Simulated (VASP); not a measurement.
Here is a VASP 6.6.1 calculation.

The input INCAR:

```
PREC = Accurate
ENCUT = 520
EDIFF = 1E-6
ISMEAR = -1
SIGMA = 0.15
LREAL = False
LASPH = True
NELM = 80
ALGO = Normal
ISIF = 2
LWAVE = False
LCHARG = False
GGA = PS
NBANDS = 21
```

KPOINTS

```
Automatic mesh
0
Gamma
  14 14 8
```

POSCAR

```
ZrH
1.0
    3.1914260948      0.0000000000      0.0000000000
    0.0000000000      3.1914260948      0.0000000000
    0.0000000000      0.0000000000      4.9958685874
Zr H
2 2
Direct
    0.0000000000      0.5000000000      0.0000000000
    0.5000000000      0.0000000000      0.5000000000
    0.0000000000      0.0000000000      0.7500000000
    0.0000000000      0.0000000000      0.2500000000
```

Potentials or basis: VASP PAW PBE potentials, release 64 (Zr_sv, H).

Command:

```console
$ cat potpaw_PBE.64/Zr_sv/POTCAR potpaw_PBE.64/H/POTCAR > POTCAR
$ mpirun -np 1 vasp_std > vasp.out
```

Q: What does it give for the pressure?

A: 0.0 GPa.

Q: Estimate the band gap on the k mesh.

A: Zero (band 13 reaches 8.62 eV, above the bottom of band 14 at 7.71 eV).

Caveat: the PAW data sets were made with another functional, which shifts forces and pressure a little.
